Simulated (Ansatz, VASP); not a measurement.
**Ge in VASP and in Ansatz**

The input INCAR:

```
PREC = Accurate
ENCUT = 520
EDIFF = 1E-6
ISMEAR = 0
SIGMA = 0.1
LREAL = F
LASPH = T
NELM = 60
ALGO = Normal
ISIF = 2
LWAVE = F
LCHARG = T
GGA = PS
LELF = T
LVHAR = T
NBANDS = 13
```

KPOINTS

```
regular mesh
0
Gamma
  9 9 9
```

The input POSCAR:

```
Ge
1.0
    1.3877232074     -2.5830464540      0.0000000000
    1.3877232074      2.5830464540      0.0000000000
    0.0000000000      0.0000000000      2.6800907295
Ge
1
Direct
    0.5000000000      0.5000000000      0.0000000000
```

Input for Ansatz:

```yaml
crystal:
  lattice:
    - [1.3877232074046764, -2.583046453980288, 0.0]
    - [1.3877232074046764, 2.583046453980288, 0.0]
    - [0.0, 0.0, 2.6800907295249425]
  atoms:
    - { symbol: Ge, position: [0.5, 0.5, 0.0] }
basis:
  ecutwfc: 630.0
  ecutrho_ratio: 4
kpoints:
  mp_grid:
    grid: [9, 9, 9]
hamiltonian:
  xc: pbesol
scf:
  max_iter: 200
  convergence:
    dr2_threshold: 1.0e-05
  mixing:
    algorithm: msr1
    beta: 0.4
    ndim: 12
  occupations:
    method: gaussian
    width: 0.1
output:
  stress: true
```

Alike in both runs: task single point; functional PBEsol; k mesh 9 × 9 × 9; occupations gaussian, width 0.1 eV; no spin polarisation.

|  | VASP | Ansatz |
| --- | --- | --- |
| version | VASP 6.6.1 | Ansatz 0.2.0 |
| potentials or method | VASP PAW PBE potentials, release 64 (Ge_d), cutoff 520 eV | plane waves, PAW |
| valence electrons in the cell | 14 | 14 |

|  | VASP | Ansatz | Ansatz less VASP |
| --- | --- | --- | --- |
| pressure (GPa) | -2.9 | -2.8 | +0.08 |
| traceless stress, the component that is largest in VASP (GPa) | 1.97 | 1.95 | -0.018 |

VASP's potentials were made for PBE, not for PBEsol. Ansatz's warnings: stress scf threshold loose.
